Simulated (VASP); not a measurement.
Si5O:

```
Si O
1.0
    -2.46945    2.46945    2.61910
     2.46945   -2.46945    2.61910
     2.46945    2.46945   -2.61910
Si O
5 1
Direct
  0.50000 0.50000 0.50000
  0.00000 0.00000 0.50000
  0.50000 0.00000 0.00000
  0.00000 0.50000 0.00000
  0.00000 0.00000 0.00000
  0.50000 0.50000 0.00000
```

The cell was built from a structure type or drawn by symmetry, and may not be a known phase.

- Program: VASP 6.6.1
- Task: relaxation of cell and atoms
- Functional: PBE
- Potentials or basis: VASP PAW PBE potentials, release 64 (Si, O)
- Cutoff: 600 eV
- k mesh: 6 × 6 × 6
- Occupations: gaussian, width 0.1 eV
- Spin: no spin polarisation

At the start: pressure 63.1 GPa; volume 10.65 Å³/atom.

How do energy, volume and symmetry change on relaxing?

Over 6 steps the energy falls by 635.2 meV/atom and the volume is 14.89 Å³/atom (+39.9 %); space group I4/mmm (No. 139, to 0.1 Å) before and after.

The path:
```csv
step,energy change (eV),largest force (eV/Å),pressure (GPa),volume (Å³)
1,0.0000,0.0000,63.05,63.89
2,-2.7487,0.0000,-12.81,110.94
3,-3.7654,0.0000,0.06,89.14
4,-3.7654,0.0000,-0.53,89.70
5,-3.7995,0.0000,-0.21,89.55
6,-3.8112,0.0000,0.27,89.36
```

Final structure:
```
CELL_PARAMETERS angstrom
-2.69841 2.69841 3.06800
2.69841 -2.69841 3.06800
2.69841 2.69841 -3.06800
ATOMIC_POSITIONS crystal
Si 0.50000 0.50000 0.50000
Si 0.00000 0.00000 0.50000
Si 0.50000 0.00000 0.00000
Si 0.00000 0.50000 0.00000
Si 0.00000 0.00000 0.00000
O 0.50000 0.50000 0.00000
```

Caveat: the volume moved by over 15 % at a fixed basis, so the end points are rough.
